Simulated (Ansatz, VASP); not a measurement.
**Two plane-wave programs on ZnS**

File INCAR:

```
SYSTEM = ZnS
ALGO = Normal ; EDIFF = 1E-7
EDIFFG = -0.01 ; ENCUT = 600
GGA = PE ; IBRION = 2
ISIF = 3 ; ISMEAR = 0
LASPH = .TRUE. ; LCHARG = .FALSE.
LREAL = .FALSE. ; LWAVE = .FALSE.
NELM = 60 ; NSW = 100
PREC = Accurate ; SIGMA = 0.02
```

Contents of KPOINTS:

```
k-points
0
G
  8 6 6
  0 0 0
```

POSCAR

```
ZnS
1.0
    4.1735412204      0.0000000000      0.0000000000
    0.0000000000      4.7962021704      0.0000000000
    0.0000000000      0.0000000000      5.2264473549
Zn S
1 1
Direct
    0.0000000000      0.5000000000      0.5000000000
    0.5000000000      0.5000000000      0.5000000000
```

Input for Ansatz:

```yaml
crystal:
  lattice:
    - [4.1735412204, 0.0, 0.0]
    - [0.0, 4.7962021704, 0.0]
    - [0.0, 0.0, 5.2264473549]
  atoms:
    - { symbol: Zn, position: [0.0, 0.5, 0.5] }
    - { symbol: S, position: [0.5, 0.5, 0.5] }
basis:
  ecutwfc: 420
kpoints:
  mp_grid: { grid: [8, 6, 6] }
hamiltonian:
  xc: pbe
scf:
  occupations: { method: gaussian, width: 0.02 }
output:
  forces: true
  stress: true
  eigenvalues: true
relax:
  adjacent_minimum: "off"
  f_tol: 0.01
  max_steps: 80
  cell: { stress_tol: 0.05 }
```

Alike in both runs: task relaxation of cell and atoms; functional PBE; k mesh 8 × 6 × 6; occupations gaussian, width 0.02 eV; no spin polarisation.

```csv
,VASP,Ansatz
version,VASP 6.6.1,Ansatz 0.2.0
potentials or method,"VASP PAW PBE potentials, release 64 (Zn, S), cutoff 600 eV","scalar-relativistic, plane waves, PAW"
valence electrons in the cell,18,18
```

Ansatz gave:

| Property | Result |
| --- | --- |
| gap on the k mesh at the Fermi level, each at its own relaxed structure (eV) | 1.41 |
| relaxed volume (Å³/atom) | 67.14 |
| relaxed cell length with the largest relative difference (Å) | 5.732 |

Task: What did VASP give for the same quantities?

Result: gap on the k mesh at the Fermi level, each at its own relaxed structure (eV): 1.38; relaxed volume (Å³/atom): 64.30; relaxed cell length with the largest relative difference (Å): 5.583.

Noted on VASP's run: the volume moved by over 15 % at a fixed basis, so the end points are rough.
